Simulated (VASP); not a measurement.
# TaAl5 (F-43m) in VASP: notebook

The runs below take TaAl5 through single point, relaxation of cell and atoms, with PBE.

Everything below comes from runs of VASP 6.6.1. Logs are shortened: lines on timing, memory, paths and dates and some standing lists are left out, and cuts for length are marked.

### 1 The cell of the first run

Symmetry: F-43m, No. 216, cubic system. The conventional cell has a = 7.253 Å, b = 7.253 Å, c = 7.253 Å, α = 90.00°, β = 90.00°, γ = 90.00°. Ta (site symmetry -43m) has 16 Al at 3.01 to 3.14 Å within 4.0 Å. Within 3.4 Å of Al (site symmetry 3m) lie 9 Al at 2.56 to 3.01 Å and 3 Ta at 3.01 Å. Within 4.0 Å of Al (site symmetry -43m) lie 12 Al at 3.01 Å and 4 Ta at 3.14 Å.

### 2 Single point, PBE

INCAR

```
SYSTEM = TaAl5
ALGO = Normal
EDIFF = 1E-7
ENCUT = 520
GGA = PE
ISIF = 2
ISMEAR = 0
LASPH = .True.
LCHARG = .False.
LREAL = .False.
LWAVE = .False.
NBANDS = 22
NELM = 100
PREC = Accurate
SIGMA = 0.1
```

KPOINTS

```
k-points
0
Gamma
  4 4 4
  0 0 0
```

POSCAR

```
TaAl5
1.0
    0.0000000000      3.6266936200      3.6266936200
    3.6266936200      0.0000000000      3.6266936200
    3.6266936200      3.6266936200      0.0000000000
Ta Al
1 5
Direct
    0.0000000000      0.0000000000      0.0000000000
    0.6247520300      0.1257439000      0.6247520300
    0.2500000000      0.2500000000      0.2500000000
    0.1257439000      0.6247520300      0.6247520300
    0.6247520300      0.6247520300      0.6247520300
    0.6247520300      0.6247520300      0.1257439000
```

Potentials or basis: VASP PAW PBE potentials, release 64 (Ta_pv, Al).

Command:

```
$ cat potpaw_PBE.64/Ta_pv/POTCAR potpaw_PBE.64/Al/POTCAR > POTCAR
$ mpirun -np 1 vasp_std > vasp.out
```

OUTCAR:

```text
SYSTEM = TaAl5
   EDIFF = 1E-7
   ENCUT = 520
   GGA = PE
   ISIF = 2
   ISMEAR = 0
   LASPH = .True.
   LREAL = .False.
   NELM = 100
   PREC = Accurate

 ion  position               nearest neighbor table
   1  0.000  0.000  0.000-   2 3.01   6 3.01   4 3.01   6 3.01   2 3.01   4 3.01   5 3.01   5 3.01
                             5 3.01   2 3.01   4 3.01   6 3.01   3 3.14   3 3.14   3 3.14   3 3.14
   2  0.625  0.126  0.625-   4 2.56   5 2.56   6 2.56   4 2.57   6 2.57   5 2.57   3 3.01   3 3.01
                             3 3.01   1 3.01   1 3.01   1 3.01
   3  0.250  0.250  0.250-   6 3.01   4 3.01   2 3.01   5 3.01   5 3.01   5 3.01   6 3.01   2 3.01
                             4 3.01   6 3.01   4 3.01   2 3.01   1 3.14   1 3.14   1 3.14   1 3.14
   4  0.126  0.625  0.625-   2 2.56   5 2.56   6 2.56   2 2.57   6 2.57   5 2.57   3 3.01   3 3.01
                             3 3.01   1 3.01   1 3.01   1 3.01
   5  0.625  0.625  0.625-   2 2.56   4 2.56   6 2.56   4 2.57   2 2.57   6 2.57   3 3.01   3 3.01
                             3 3.01   1 3.01   1 3.01   1 3.01
   6  0.625  0.625  0.126-   2 2.56   4 2.56   5 2.56   2 2.57   4 2.57   5 2.57   3 3.01   3 3.01
                             3 3.01   1 3.01   1 3.01   1 3.01

  LATTYP: Found a face centered cubic cell.
 ALAT       =     7.2533872400

  Lattice vectors:

 A1 = (   0.0000000000,   3.6266936200,   3.6266936200)
 A2 = (   3.6266936200,   0.0000000000,   3.6266936200)
 A3 = (   3.6266936200,   3.6266936200,   0.0000000000)

Analysis of symmetry for initial positions (statically):
=====================================================================
 Subroutine PRICEL returns:
 Original cell was already a primitive cell.

 Routine SETGRP: Setting up the symmetry group for a
 face centered cubic supercell.

 Subroutine GETGRP returns: Found 24 space group operations
 (whereof 24 operations were pure point group operations)
 out of a pool of 48 trial point group operations.

The static configuration has the point symmetry T_d .

Analysis of symmetry for dynamics (positions and initial velocities):
=====================================================================
 Subroutine PRICEL returns:
 Original cell was already a primitive cell.

 Routine SETGRP: Setting up the symmetry group for a
 face centered cubic supercell.

 Subroutine GETGRP returns: Found 24 space group operations
 (whereof 24 operations were pure point group operations)
 out of a pool of 48 trial point group operations.

The dynamic configuration has the point symmetry T_d .

 Subroutine INISYM returns: Found 24 space group operations
 (whereof 24 operations are pure point group operations),
 and found     1 'primitive' translations

----------------------------------------------------------------------------------------

                                     Primitive cell

  volume of cell :      95.4031

  direct lattice vectors                    reciprocal lattice vectors
     0.000000000  3.626693620  3.626693620    -0.137866622  0.137866622  0.137866622
     3.626693620  0.000000000  3.626693620     0.137866622 -0.137866622  0.137866622
     3.626693620  3.626693620  0.000000000     0.137866622  0.137866622 -0.137866622

  length of vectors
     5.128919304  5.128919304  5.128919304     0.238791995  0.238791995  0.238791995

  position of ions in fractional coordinates (direct lattice)
     0.000000000  0.000000000  0.000000000
     0.624752030  0.125743900  0.624752030
     0.250000000  0.250000000  0.250000000
     0.125743900  0.624752030  0.624752030
     0.624752030  0.624752030  0.624752030
     0.624752030  0.624752030  0.125743900

  ion indices of the primitive-cell ions
   primitive index   ion index
                 1           1
                 2           2
                 3           3
                 4           4
                 5           5
                 6           6

----------------------------------------------------------------------------------------

 KPOINTS: k-points

Automatic generation of k-mesh.
 Grid dimensions read from file:
 generate k-points for:    4    4    4

 Generating k-lattice:

  Cartesian coordinates                     Fractional coordinates (reciprocal lattice)
    -0.034466656  0.034466656  0.034466656     0.250000000  0.000000000  0.000000000
     0.034466656 -0.034466656  0.034466656     0.000000000  0.250000000  0.000000000
     0.034466656  0.034466656 -0.034466656     0.000000000  0.000000000  0.250000000

  Length of vectors
     0.059697999  0.059697999  0.059697999

  Shift w.r.t. Gamma in fractional coordinates (k-lattice)
     0.000000000  0.000000000  0.000000000

 Subroutine IBZKPT returns following result:
 ===========================================

 Found      8 irreducible k-points:

 Following reciprocal coordinates:
            Coordinates               Weight
  0.000000  0.000000  0.000000      1.000000
  0.250000  0.000000  0.000000      8.000000
  0.500000  0.000000  0.000000      4.000000
  0.250000  0.250000  0.000000      6.000000
  0.500000  0.250000  0.000000     24.000000
 -0.250000  0.250000  0.000000     12.000000
  0.500000  0.500000  0.000000      3.000000
 -0.250000  0.500000  0.250000      6.000000
   k-points           NKPTS =      8   k-points in BZ     NKDIM =      8   number of bands    NBANDS=     22
   number of dos      NEDOS =    301   number of ions     NIONS =      6
   total plane-waves  NPLWV =  64000
   dimension x,y,z NGX =    40 NGY =   40 NGZ =   40
   dimension x,y,z NGXF=    80 NGYF=   80 NGZF=   80
   ions per type =               1   5
   NGX,Y,Z   is equivalent  to a cutoff of  12.97, 12.97, 12.97 a.u.
   NGXF,Y,Z  is equivalent  to a cutoff of  25.93, 25.93, 25.93 a.u.
 SYSTEM =  TaAl5
   PREC   = accura    normal or accurate (medium, high low for compatibility)
   ISTART =      0    job   : 0-new  1-cont  2-samecut
   ICHARG =      2    charge: 1-file 2-atom 10-const
   ISPIN  =      1    spin polarized calculation?
   LNONCOLLINEAR =      F non collinear calculations
   LSORBIT =      F    spin-orbit coupling
   LASPH  =      T    aspherical Exc in radial PAW
   ENCUT  =  520.0 eV  38.22 Ry    6.18 a.u.   9.54  9.54  9.54*2*pi/ulx,y,z
   NELM   =    100;   NELMIN=  2; NELMDL= -5     # of ELM steps
   EDIFF  = 0.1E-06   stopping-criterion for ELM
   LREAL  =      F    real-space projection
   EDIFFG = 0.1E-05   stopping-criterion for IOM
   NSW    =      0    number of steps for IOM
   IBRION =     -1    ionic relax: 0-MD 1-quasi-New 2-CG
   NFREE  =      0    steps in history (QN), initial steepest desc. (CG)
   ISIF   =      2    stress and relaxation
   ISYM   =      2    0-nonsym 1-usesym 2-fastsym
   POTIM  = 0.5000    time-step for ionic-motion
   TEBEG  =    0.0;   TEEND  =   0.0 temperature during run
   PSTRESS=    0.0 pullay stress
   NELECT =      26.0000    total number of electrons
   NUPDOWN=      -1.0000    fix difference up-down
   EMIN   =  10.00;   EMAX   =-10.00  energy-range for DOS
   EFERMI =   0.00;   METHOD = LEGACY
   ISMEAR =     0;   SIGMA  =   0.10  broadening in eV -4-tet -1-fermi 0-gaus
   EFERMI_NEDOS =   21; number of points for ismear=-14 and -15
   IALGO  =     38    algorithm
   IMIX   =      4    mixing-type and parameters
     AMIX     =   0.40;   BMIX     =  1.00
     AMIX_MAG =   1.60;   BMIX_MAG =  1.00
  volume/ion in A,a.u.               =      15.90       107.30
  Fermi-wavevector in a.u.,A,eV,Ry     =   1.061398  2.005752 15.327868  1.126566
  Thomas-Fermi vector in A             =   2.196813
   LORBIT       =      0    0 simple, 1 ext, 2 COOP (PROOUT), +10 PAW based schemes
   GGA     = PE    functional components
   LHFCALC =     F    Hartree Fock is set to
   AEXX    =    0.0000 exact exchange contribution
   IVDW    =     0    specifies the selected vdW correction
   LEPSILON=     F    determine dielectric tensor
   LRPA    =     F    only Hartree local field effects (RPA)
 non-spin polarized calculation
 Gauss-broadening in eV      SIGMA  =   0.10
  energy-cutoff  :      520.00
  volume of cell :       95.40
 maximum number of plane-waves:      2637
 NGX is ok and might be reduce to    40
   NGX = 19   NGY = 19   NGZ = 19

 number of electron      26.0000000 magnetization

 Free energy of the ion-electron system (eV)
  ---------------------------------------------------
  ext. energy  EPLUGINS =         0.00000000
  ---------------------------------------------------
  free energy    TOTEN  =       -31.02685825 eV

  energy without entropy =      -31.01610775  energy(sigma->0) =      -31.02148300

 E-fermi :   7.6933     XC(G=0): -10.8415

 val. band max:        7.6600954867   @ k =  -0.2500   0.5000   0.2500
 cond. band min:       7.7405230749   @ k =   0.2500   0.2500   0.0000
 fundamental gap:      0.0804275882
 Fermi energy:         7.6933136659

 k-point     1 :       0.0000    0.0000    0.0000
  band No.  band energies     occupation
      1     -26.4151      2.00000
      2     -26.4151      2.00000
      3     -26.4151      2.00000
      4      -3.1635      2.00000
      5       3.3149      2.00000
      6       4.0806      2.00000
[... 14 lines left out ...]
     21      11.8500      0.00000
     22      12.9491      0.00000

 k-point     2 :       0.2500    0.0000    0.0000
  band No.  band energies     occupation
      1     -26.4163      2.00000
      2     -26.4153      2.00000
      3     -26.4153      2.00000
      4      -2.6258      2.00000
      5       1.3957      2.00000
      6       3.3196      2.00000
[... 14 lines left out ...]
     21      13.3277      0.00000
     22      13.3277      0.00000
[... 123 lines left out ...]
     21      12.7929      0.00000
     22      13.0736      0.00000

 k-point     8 :      -0.2500    0.5000    0.2500
  band No.  band energies     occupation
      1     -26.4168      2.00000
      2     -26.4166      2.00000
      3     -26.4160      2.00000
      4      -0.4189      2.00000
      5      -0.2314      2.00000
      6       0.9321      2.00000
[... 14 lines left out ...]
     21      13.3611      0.00000
     22      13.5412      0.00000

------------------------ aborting loop because EDIFF is reached ----------------------------------------

  FORCE on cell =-STRESS in cart. coord.  units (eV):
  Direction    XX          YY          ZZ          XY          YZ          ZX
  --------------------------------------------------------------------------------------
  -------------------------------------------------------------------------------------
  Total        1.0616175      1.0616175      1.0616175      0.0000000      0.0000000      0.0000000
  in kB       17.8285516     17.8285516     17.8285516      0.0000000      0.0000000      0.0000000
  external PRESSURE =      17.8285516 kB  Pullay stress =       0.0000000 kB

 VOLUME and BASIS-vectors are now :
 -----------------------------------------------------------------------------
  energy-cutoff  :      520.00
  volume of cell :       95.40
      direct lattice vectors                 reciprocal lattice vectors
     0.000000000  3.626693620  3.626693620    -0.137866622  0.137866622  0.137866622
     3.626693620  0.000000000  3.626693620     0.137866622 -0.137866622  0.137866622
     3.626693620  3.626693620  0.000000000     0.137866622  0.137866622 -0.137866622

 POSITION                                       TOTAL-FORCE (eV/Angst)
 -----------------------------------------------------------------------------------
      0.00000      0.00000      0.00000        -0.000000     -0.000000     -0.000000
      2.72182      4.53157      2.72182        -0.166278      0.166278     -0.166278
      1.81335      1.81335      1.81335        -0.000000     -0.000000     -0.000000
      4.53157      2.72182      2.72182         0.166278     -0.166278     -0.166278
      4.53157      4.53157      4.53157         0.166278      0.166278      0.166278
      2.72182      2.72182      4.53157        -0.166278     -0.166278      0.166278
 -----------------------------------------------------------------------------------
    total drift:                               -0.000003     -0.000003     -0.000003

  FREE ENERGIE OF THE ION-ELECTRON SYSTEM (eV)
  ---------------------------------------------------
  free  energy   TOTEN  =       -31.0268582467 eV

  energy  without entropy=      -31.0161077519  energy(sigma->0) =      -31.02148300
```

Wall time 38 s (1 thread of AMD EPYC 7R13, shared host); peak memory 0.2 GiB.

What came out:

- Free energy: -31.0269 eV
- Pressure: 1.8 GPa
- Largest force: 0.288 eV/Å
- Band gap on the k mesh: zero (band 13 reaches 8.02 eV, above the bottom of band 14 at 5.82 eV)

Forces in eV/Å, atoms in the order of the input:
```
Ta   0.000  0.000  0.000
Al  -0.166  0.166 -0.166
Al   0.000  0.000  0.000
Al   0.166 -0.166 -0.166
Al   0.166  0.166  0.166
Al  -0.166 -0.166  0.166
```

Caveat: the k points lie up to 0.38 Å⁻¹ apart; spin-orbit coupling is left out, which moves the levels of the heavy elements.

[end of part 1 of 2]
